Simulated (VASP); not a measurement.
Runs of VASP 6.6.1 on Sr2HfO2. The structure is that of space group P4/mmm (No. 123), or close to it. The cells are those of the table. 

| task | cell | k mesh | cutoff (eV) | gap on the mesh (eV) | pressure (GPa) | relaxed volume (Å³/atom) | largest force (eV/Å) |
| --- | --- | --- | --- | --- | --- | --- | --- |
| single point | a = 4.710, b = 4.710, c = 6.128 Å, 5 atoms | 4 × 4 × 4 | 520 | none | 0.3 | - | (c) |
| single point | a = 4.369, b = 4.369, c = 6.088 Å, 5 atoms | 4 × 4 × 4 | 520 | none | 4.4 | - | (a) |
| relaxation of cell and atoms | relaxed from a = 4.369, b = 4.369, c = 6.088 Å, 5 atoms | 4 × 4 × 4 | 600 | none | 0.1 | (b) | 0.02 |
| relaxation of cell and atoms | relaxed from a = 4.710, b = 4.710, c = 6.128 Å, 5 atoms | 8 × 8 × 6 | 600 | none | 0.0 | 27.83 | - |
| single point | a = 4.781, b = 4.781, c = 6.090 Å, 5 atoms | 8 × 8 × 6 | 520 | none | 0.2 | - | 0.21 |

Alike in all rows: level PBE; potentials or basis VASP PAW PBE potentials, release 64 (Sr_sv, Hf_pv, O); no spin polarisation; smearing gaussian 0.1 eV.

Task: Estimate the missing entries.

Result: (a) 1.85; (b) 27.45; (c) 0.23.

Caveats: spin-orbit coupling is left out, which moves the levels of the heavy elements; forces of over 1 eV/Å act on the atoms, so gaps and moduli don't describe the material at rest (some runs); the volume moved by over 15 % at a fixed basis, so the end points are rough (some runs).

A k mesh can miss the band edges, and the runs leave out spin-orbit coupling on Hf, Sr.

A gap of «none» marks levels without a gap at the run's occupations.
